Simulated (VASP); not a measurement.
# TiCuF4 (P6/mmm) in VASP: further runs

TiCuF4 is run at these levels: PBE; tasks: relaxation of cell and atoms.

Everything below comes from runs of VASP 6.6.1. Logs are shortened: lines on timing, memory, paths and dates and some standing lists are left out, and cuts for length are marked.

### Step 1. The cell of the first run

It takes space group P6/mmm (No. 191, hexagonal). Conventional cell: a = 3.821 Å, b = 3.821 Å, c = 6.421 Å, α = 90.00°, β = 90.00°, γ = 120.00°. Ti (site symmetry 6/mmm) has 6 F at 2.21 Å within 2.9 Å. Within 2.9 Å of Cu (site symmetry 6/mmm) lie 6 F at 2.21 Å. F (site symmetry -6m2) has 3 Ti at 2.21 Å and 3 F at 2.21 Å within 2.9 Å. Within 2.9 Å of F (site symmetry -6m2) lie 3 Cu at 2.21 Å and 3 F at 2.21 Å.

The cell was generated, and may not be a known phase.

### Step 2. Relaxation of cell and atoms, PBE, collinear spin

File INCAR:

```
SYSTEM = TiCuF4
ALGO = Normal
EDIFF = 1E-7
EDIFFG = -0.08
ENCUT = 600
GGA = PE
GGA_COMPAT = .FALSE.
IBRION = 2
ISIF = 3
ISMEAR = 0
ISPIN = 2
LASPH = .TRUE.
LCHARG = .FALSE.
LMAXMIX = 4
LORBIT = 11
LREAL = .FALSE.
LWAVE = .FALSE.
MAGMOM = 1 1 0 0 0 0
NELM = 200
NELMIN = 4
NSW = 36
PREC = Accurate
SIGMA = 0.15
```

File KPOINTS:

```
k-points
0
G
  4 4 2
  0 0 0
```

File POSCAR:

```
TiCuF4
1.0
    3.8205739400      0.0000000000      0.0000000000
   -1.9102869700      3.3087140900      0.0000000000
    0.0000000000      0.0000000000      6.4208538500
Ti Cu F
1 1 4
Direct
    0.0000000000      0.0000000000      0.0000000000
    0.0000000000      0.0000000000      0.5000000000
    0.3333333300      0.6666666700      0.0000000000
    0.6666666700      0.3333333300      0.0000000000
    0.3333333300      0.6666666700      0.5000000000
    0.6666666700      0.3333333300      0.5000000000
```

Potentials or basis: VASP PAW PBE potentials, release 64 (Ti_sv, Cu, F).

The run is started by

```
> cat potpaw_PBE.64/Ti_sv/POTCAR potpaw_PBE.64/Cu/POTCAR potpaw_PBE.64/F/POTCAR > POTCAR
> mpirun -np 1 vasp_std > vasp.out
```

OUTCAR:

```text
SYSTEM = TiCuF4
   EDIFF = 1E-7
   EDIFFG = -0.08
   ENCUT = 600
   GGA = PE
   IBRION = 2
   ISIF = 3
   ISMEAR = 0
   ISPIN = 2
   LASPH = .TRUE.
   LORBIT = 11
   LREAL = .FALSE.
   NELM = 200
   NELMIN = 4
   NSW = 36
   PREC = Accurate

 ion  position               nearest neighbor table
   1  0.000  0.000  0.000-   3 2.21   4 2.21   4 2.21   3 2.21   4 2.21   3 2.21
   2  0.000  0.000  0.500-   5 2.21   6 2.21   6 2.21   5 2.21   6 2.21   5 2.21
   3  0.333  0.667  0.000-   1 2.21   1 2.21   1 2.21
   4  0.667  0.333  0.000-   1 2.21   1 2.21   1 2.21
   5  0.333  0.667  0.500-   2 2.21   2 2.21   2 2.21
   6  0.667  0.333  0.500-   2 2.21   2 2.21   2 2.21

  LATTYP: Found a hexagonal cell.
 ALAT       =     3.8205739400
 C/A-ratio  =     1.6805992897

  Lattice vectors:

 A1 = (   3.8205739400,   0.0000000000,   0.0000000000)
 A2 = (  -1.9102869700,   3.3087140900,   0.0000000000)
 A3 = (   0.0000000000,   0.0000000000,   6.4208538500)

Analysis of symmetry for initial positions (statically):
=====================================================================
 Subroutine PRICEL returns:
 Original cell was already a primitive cell.

 Routine SETGRP: Setting up the symmetry group for a
 hexagonal supercell.

 Subroutine GETGRP returns: Found 24 space group operations
 (whereof 24 operations were pure point group operations)
 out of a pool of 24 trial point group operations.

The static configuration has the point symmetry D_6h.

Analysis of symmetry for dynamics (positions and initial velocities):
=====================================================================
 Subroutine PRICEL returns:
 Original cell was already a primitive cell.

 Routine SETGRP: Setting up the symmetry group for a
 hexagonal supercell.

 Subroutine GETGRP returns: Found 24 space group operations
 (whereof 24 operations were pure point group operations)
 out of a pool of 24 trial point group operations.

The dynamic configuration has the point symmetry D_6h.

Analysis of structural, dynamic, and magnetic symmetry:
=====================================================================
 Subroutine PRICEL returns:
 Original cell was already a primitive cell.

 Routine SETGRP: Setting up the symmetry group for a
 hexagonal supercell.

 Subroutine GETGRP returns: Found 24 space group operations
 (whereof 24 operations were pure point group operations)
 out of a pool of 24 trial point group operations.

The overall configuration has the point symmetry D_6h.

 Subroutine INISYM returns: Found 24 space group operations
 (whereof 24 operations are pure point group operations),
 and found     1 'primitive' translations

----------------------------------------------------------------------------------------

                                     Primitive cell

  volume of cell :      81.1672

  direct lattice vectors                    reciprocal lattice vectors
     3.820573940  0.000000000  0.000000000     0.261740779  0.151116109  0.000000000
    -1.910286970  3.308714090  0.000000000     0.000000000  0.302232219  0.000000000
     0.000000000  0.000000000  6.420853850     0.000000000  0.000000000  0.155742526

  length of vectors
     3.820573940  3.820573941  6.420853850     0.302232219  0.302232219  0.155742526

  position of ions in fractional coordinates (direct lattice)
     0.000000000  0.000000000  0.000000000
     0.000000000  0.000000000  0.500000000
     0.333333330  0.666666670  0.000000000
     0.666666670  0.333333330  0.000000000
     0.333333330  0.666666670  0.500000000
     0.666666670  0.333333330  0.500000000

  ion indices of the primitive-cell ions
   primitive index   ion index
                 1           1
                 2           2
                 3           3
                 4           4
                 5           5
                 6           6

----------------------------------------------------------------------------------------

 KPOINTS: k-points

Automatic generation of k-mesh.
 Grid dimensions read from file:
 generate k-points for:    4    4    2

 Generating k-lattice:

  Cartesian coordinates                     Fractional coordinates (reciprocal lattice)
     0.065435195  0.037779027  0.000000000     0.250000000  0.000000000  0.000000000
     0.000000000  0.075558055  0.000000000     0.000000000  0.250000000  0.000000000
     0.000000000  0.000000000  0.077871263     0.000000000  0.000000000  0.500000000

  Length of vectors
     0.075558055  0.075558055  0.077871263

  Shift w.r.t. Gamma in fractional coordinates (k-lattice)
     0.000000000  0.000000000  0.000000000

 Subroutine IBZKPT returns following result:
 ===========================================

 Found      8 irreducible k-points:

 Following reciprocal coordinates:
            Coordinates               Weight
  0.000000  0.000000  0.000000      1.000000
  0.250000  0.000000  0.000000      6.000000
  0.500000  0.000000  0.000000      3.000000
[... 66 lines left out ...]

 Free energy of the ion-electron system (eV)
  ---------------------------------------------------
  ext. energy  EPLUGINS =         0.00000000
  ---------------------------------------------------
  free energy    TOTEN  =       -28.71359184 eV

  energy without entropy =      -28.64298612  energy(sigma->0) =      -28.67828898

------------------------ aborting loop because EDIFF is reached ----------------------------------------

  FORCE on cell =-STRESS in cart. coord.  units (eV):
  Direction    XX          YY          ZZ          XY          YZ          ZX
  --------------------------------------------------------------------------------------
  -------------------------------------------------------------------------------------
  Total       -1.9689617     -1.9689617     -1.5562904      0.0000000      0.0000000      0.0000000
  in kB      -38.8657655    -38.8657655    -30.7199557      0.0000000      0.0000000      0.0000000
  external PRESSURE =     -36.1504956 kB  Pullay stress =       0.0000000 kB
[... 101 lines left out ...]
  FREE ENERGIE OF THE ION-ELECTRON SYSTEM (eV)
  ---------------------------------------------------
  free  energy   TOTEN  =       -28.7473558811 eV

  energy  without entropy=      -28.6714840585  energy(sigma->0) =      -28.70941997

 E-fermi :   3.1670     XC(G=0):  -9.9696

 val. band max:        3.1580884708   @ k =   0.2500   0.0000   0.0000
 cond. band min:       3.2266550227   @ k =   0.5000   0.0000   0.5000
 fundamental gap:      0.0685665519
 Fermi energy:         3.1670452791

 spin component 1

 k-point     1 :       0.0000    0.0000    0.0000
  band No.  band energies     occupation
      1     -55.6451      1.00000
      2     -31.9059      1.00000
      3     -31.9059      1.00000
      4     -31.7811      1.00000
      5     -22.4760      1.00000
      6     -20.4133      1.00000
[... 536 lines left out ...]
     30       5.0103      0.00000
     31       7.2413      0.00000

 E-fermi :   3.5769     XC(G=0): -10.2877

 val. band max:        3.5690737080   @ k =   0.2500   0.2500   0.0000
 cond. band min:       3.6284717507   @ k =   0.2500   0.0000   0.0000
 fundamental gap:      0.0593980427
 Fermi energy:         3.5768954444

 spin component 1

 k-point     1 :       0.0000    0.0000    0.0000
  band No.  band energies     occupation
      1     -55.2488      1.00000
      2     -31.5004      1.00000
      3     -31.5004      1.00000
      4     -31.3914      1.00000
      5     -21.9971      1.00000
      6     -19.9284      1.00000
[... 536 lines left out ...]
     30       5.4191      0.00000
     31       7.5574      0.00000

[... ionic steps 4 to 7 ...]

--------------------------------------- Ionic step        8  -------------------------------------------

 number of electron      51.0000009 magnetization       0.0000435

 number of electron      51.0000009 magnetization      -0.0000095

------------------------ aborting loop because EDIFF is reached ----------------------------------------

  FORCE on cell =-STRESS in cart. coord.  units (eV):
  Direction    XX          YY          ZZ          XY          YZ          ZX
  --------------------------------------------------------------------------------------
  -------------------------------------------------------------------------------------
  Total        0.6348763      0.6348763     -0.0656589      0.0000000     -0.0000000     -0.0000000
  in kB       15.0410999     15.0410999     -1.5555510      0.0000000     -0.0000000     -0.0000000
  external PRESSURE =       9.5088829 kB  Pullay stress =       0.0000000 kB
[... 69 lines left out ...]
--------------------------------------- Ionic step       10  -------------------------------------------

 number of electron      51.0000016 magnetization      -0.0012281

 number of electron      51.0000016 magnetization       0.0000517

 Free energy of the ion-electron system (eV)
  ---------------------------------------------------
  ext. energy  EPLUGINS =         0.00000000
  ---------------------------------------------------
  free energy    TOTEN  =       -28.67054245 eV

  energy without entropy =      -28.60403687  energy(sigma->0) =      -28.63728966

 E-fermi :   4.1672     XC(G=0): -10.7721

 val. band max:        4.1580164845   @ k =   0.5000   0.0000   0.5000
 cond. band min:       4.2395060660   @ k =   0.2500   0.0000   0.5000
 fundamental gap:      0.0814895816
 Fermi energy:         4.1671756577

 spin component 1

 k-point     1 :       0.0000    0.0000    0.0000
  band No.  band energies     occupation
      1     -54.7713      1.00000
      2     -31.1544      1.00000
      3     -31.1544      1.00000
      4     -30.5366      1.00000
      5     -21.6174      1.00000
      6     -19.5854      1.00000
[... 569 lines left out ...]
  FREE ENERGIE OF THE ION-ELECTRON SYSTEM (eV)
  ---------------------------------------------------
  free  energy   TOTEN  =       -28.6705424510 eV

  energy  without entropy=      -28.6040368740  energy(sigma->0) =      -28.63728966

 reached required accuracy - stopping structural energy minimisation

 total charge

# of ion       s       p       d       tot
------------------------------------------
    1        2.142   6.060   1.676   9.877
    2        0.281   0.240   9.136   9.657
    3        1.740   4.358   0.000   6.098
    4        1.740   4.358   0.000   6.098
    5        1.748   4.293   0.000   6.041
    6        1.748   4.293   0.000   6.041
--------------------------------------------------
tot          9.398  23.602  10.812  43.812

 magnetization (x)

# of ion       s       p       d       tot
------------------------------------------
    1       -0.000   0.000   0.000   0.000
    2        0.000   0.000  -0.000  -0.000
    3       -0.000  -0.000   0.000  -0.000
    4       -0.000  -0.000   0.000  -0.000
    5       -0.000   0.000   0.000   0.000
    6       -0.000   0.000   0.000   0.000
--------------------------------------------------
tot         -0.000  -0.000   0.000   0.000
```

It took 44 min on 1 thread of Oxide Virtual Turin-like, shared host; peak memory 0.27 GiB.

Results:

```yaml
Free_energy: -28.6705 eV
Relaxed_volume: 11.34 Å³/atom
Relaxed_cell: a = 3.779 Å, b = 3.779 Å, c = 5.501 Å, α = 90.00°, β = 90.00°, γ = 120.00°
Space_group_after_relaxing_to_0.1_Å: P6/mmm (No. 191)
Ionic_steps: 10
Pressure_after_relaxing: 0.0 GPa
Net_moment: 0.00 μB per cell
Valence_electrons_inside_the_program's_atomic_spheres: Ti 9.88; Cu 9.66; F 6.10, 6.04 (each value once)
```

Stress tensor (GPa, compression positive):
```
 0.06  0.00  0.00
 0.00  0.06  0.00
 0.00  0.00 -0.05
```

Step by step:
```csv
step,energy change (eV),largest force (eV/Å),pressure (GPa),volume (Å³)
1,0.0000,0.0000,-3.62,81.17
2,-0.0329,0.0000,0.49,77.63
3,-0.0338,0.0000,-0.39,78.21
4,-0.0593,0.0000,-0.29,76.93
5,-0.1372,0.0000,-3.70,73.09
6,0.0681,0.0000,2.48,65.42
7,0.0466,0.0000,0.68,68.13
8,0.0451,0.0000,0.95,67.63
9,0.0578,0.0000,-2.62,69.17
10,0.0430,0.0000,0.02,68.05
```

Final structure:
```
Ti Cu F
1.0
     3.77941    0.00000    0.00000
    -1.88971    3.27307    0.00000
     0.00000    0.00000    5.50084
Ti Cu F
1 1 4
Direct
  0.00000 0.00000 0.00000
  0.00000 0.00000 0.50000
  0.33333 0.66667 0.00000
  0.66667 0.33333 0.00000
  0.33333 0.66667 0.50000
  0.66667 0.33333 0.50000
```

Caveat: the k points lie up to 0.57 Å⁻¹ apart in the final cell; the volume moved by over 15 % at a fixed basis, so the end points are rough; semilocal functionals often make such compounds metallic where correlation or magnetic order opens a gap, which also shifts bond lengths. With open d or f shells a metallic result of PBE can be an artefact of self-interaction; +U or a hybrid may open a gap.

### Step 3. Relaxation of cell and atoms, PBE, collinear spin

This run uses another cell than the first one, of 14.07 Å³/atom.

File INCAR:

```
ALGO     = Normal         # electronic algorithm
EDIFF    = 1E-7           # SCF threshold, eV
EDIFFG   = -0.08          # ionic threshold
ENCUT    = 600            # plane-wave cutoff, eV
GGA      = PE             # functional
GGA_COMPAT= False        
IBRION   = 2              # ionic algorithm
ISIF     = 3              # what is computed and relaxed
ISMEAR   = 0              # smearing method
ISPIN    = 2              # spin polarisation
LASPH    = True           # aspherical terms in the spheres
LCHARG   = False          # write CHGCAR
LMAXMIX  = 4              # l up to which the mixer works
LORBIT   = 11             # projections on sites
LREAL    = False          # projectors in reciprocal space
LWAVE    = False          # write WAVECAR
MAGMOM   = 1 1 0 0 0 0    # initial moments
NELM     = 200            # most SCF steps
NELMIN   = 4            
NSW      = 36             # ionic steps
PREC     = Accurate       # precision mode
SIGMA    = 0.15           # smearing width, eV
```

File KPOINTS:

```
k-points
0
Gamma
  4 4 2
```

File POSCAR:

```
TiCuF4
1.0
    3.7642346200      0.0000000000      0.0000000000
   -1.8821173100      3.2599228100      0.0000000000
    0.0000000000      0.0000000000      6.8818977600
Ti Cu F
1 1 4
Direct
    0.0000000000      0.0000000000      0.5000000000
    0.0000000000      0.0000000000      0.0000000000
    0.3333333300      0.6666666700      0.6894753500
    0.3333333300      0.6666666700      0.3105246500
    0.6666666700      0.3333333300      0.3105246500
    0.6666666700      0.3333333300      0.6894753500
```

Potentials or basis: VASP PAW PBE potentials, release 64 (Ti_sv, Cu, F).

The run is started by

```
> cat potpaw_PBE.64/Ti_sv/POTCAR potpaw_PBE.64/Cu/POTCAR potpaw_PBE.64/F/POTCAR > POTCAR
> mpirun -np 1 vasp_std > vasp.out
```

Run time: 20 min. Hardware: 1 thread of Oxide Virtual Turin-like, shared host; peak memory 0.25 GiB.

The run converged. Its results:

- Free energy: -27.8569 eV
- Relaxed volume: 10.50 Å³/atom
- Relaxed cell: a = 3.709 Å, b = 3.709 Å, c = 5.289 Å, α = 90.00°, β = 90.00°, γ = 120.00°
- Space group after relaxing (to 0.1 Å): P6/mmm (No. 191)
- Energy gained by relaxing: 269.7 meV/atom
- Ionic steps: 10
- Pressure after relaxing: -0.1 GPa
- Band gap on the k mesh: 0.40 eV (least direct gap 0.51 eV)
- Net moment: 1.00 μB per cell
- Site moments: Ti +0.76; Cu +0.14; F -0.01 μB
- Valence electrons inside the program's atomic spheres: Ti 9.75; Cu 9.67; F 6.06

Forces on the atoms (eV/Å):
```
Ti   0.000  0.000  0.000
Cu   0.000  0.000  0.000
F    0.000  0.000 -0.002
F    0.000  0.000  0.002
F    0.000  0.000  0.002
F    0.000  0.000 -0.002
```

Stress tensor (GPa, compression positive):
```
-0.14  0.00  0.00
 0.00 -0.14  0.00
 0.00  0.00 -0.06
```

Step by step:
```
step  energy change (eV)  largest force (eV/Å)  pressure (GPa)  volume (Å³)
   1              0.0000                1.0408          -10.22        84.45
   2             -1.0531                0.2698           -4.60        73.75
   3             -1.1093                0.7796           -2.24        71.49
   4             -1.2459                0.6180           -0.56        68.94
   5             -1.4098                0.2062            7.62        61.60
   6             -1.4648                0.1460            7.01        61.32
   7             -1.5624                0.0356            5.74        60.42
   8             -1.5681                0.1137            5.44        60.05
   9             -1.5974                0.0740            3.39        61.06
  10             -1.6181                0.0024           -0.11        63.00
```

Final structure:
```
Ti Cu F
1.0
     3.70862    0.00000    0.00000
    -1.85431    3.21176    0.00000
     0.00000    0.00000    5.28875
Ti Cu F
1 1 4
Direct
  0.00000 0.00000 0.50000
  0.00000 0.00000 0.00000
  0.33333 0.66667 0.71662
  0.33333 0.66667 0.28338
  0.66667 0.33333 0.28338
  0.66667 0.33333 0.71662
```

Levels at points of the mesh, in eV from the valence-band top:
Spin up:
| k point | band 23 | band 24 | band 25 | band 26 | band 27 | band 28 | band 29 | band 30 |
| --- | --- | --- | --- | --- | --- | --- | --- | --- |
| (0.00, 0.00, 0.00) | -1.02 | -0.89 | -0.89 | -0.12 | 0.67 | 0.67 | 1.32 | 1.33 |
| (0.50, 0.00, 0.00) | -1.03 | -0.97 | -0.81 | -0.21 | 0.55 | 0.84 | 1.03 | 1.13 |
| (0.00, 0.00, 0.50) | -0.92 | -0.92 | -0.92 | -0.73 | 0.64 | 0.64 | 1.31 | 1.31 |
| (0.50, 0.00, 0.50) | -1.05 | -0.85 | -0.76 | -0.72 | 0.53 | 0.83 | 0.84 | 1.09 |
Spin down:
```csv
k point,band 23,band 24,band 25,band 26,band 27,band 28
"(0.00, 0.00, 0.00)",-0.92,-0.85,-0.85,0.40,1.17,1.17
"(0.50, 0.00, 0.00)",-0.97,-0.87,-0.72,0.79,1.09,1.33
"(0.00, 0.00, 0.50)",-0.88,-0.84,-0.84,0.80,1.15,1.15
"(0.50, 0.00, 0.50)",-1.00,-0.69,-0.66,0.76,1.05,1.17
```

Caveat: the k points lie up to 0.59 Å⁻¹ apart in the final cell; the volume moved by over 15 % at a fixed basis, so the end points are rough; a cell with one magnetic atom can't hold antiferromagnetic order, which such compounds often take. A k mesh can miss the band edges.

The gap in the log of VASP goes by the Fermi energy; the results here count the filled bands.